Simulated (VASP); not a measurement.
Runs of VASP 6.6.1 on Si. The structure is that of space group Ibca (No. 73), or close to it. The cells are those of the table. 

```csv
cell,gap on the mesh (eV),pressure (GPa),largest force (eV/Å)
"a = 5.602 Å, angles 107.0, 107.0, 114.6°, 8 atoms",none,8.2,0.96
"a = 5.883 Å, angles 112.9, 112.9, 102.8°, 8 atoms",none,-6.0,0.59
"a = 5.640 Å, angles 106.4, 106.4, 115.8°, 8 atoms",none,(a),1.10
"a = 5.641 Å, angles 112.9, 112.9, 102.8°, 8 atoms",none,6.2,1.05
"a = 5.660 Å, angles 107.6, 107.6, 113.3°, 8 atoms",none,(b),0.59
```

Alike in all rows: task single point; level PBEsol; potentials or basis VASP PAW PBE potentials, release 64 (Si); no spin polarisation; k mesh 10 × 10 × 10; cutoff (eV) 520; smearing gaussian 0.15 eV.

**Question.** Estimate the missing entries.

**Answer.** (a) 6.1; (b) 3.9.

Caveats: semilocal functionals underestimate gaps, and a narrow one can read as zero; the PAW data sets were made with another functional, which shifts forces and pressure a little; the stress differs along the axes, from 3 to 17 GPa (at least some runs); the stress differs along the axes, from -16 to -0 GPa (at least some runs); the stress differs along the axes, from 0 to 17 GPa (at least some runs); the stress differs along the axes, from -6 to 13 GPa (at least some runs); the stress differs along the axes, from 0 to 11 GPa (at least some runs).

A gap of «none» marks levels without a gap at the run's occupations.
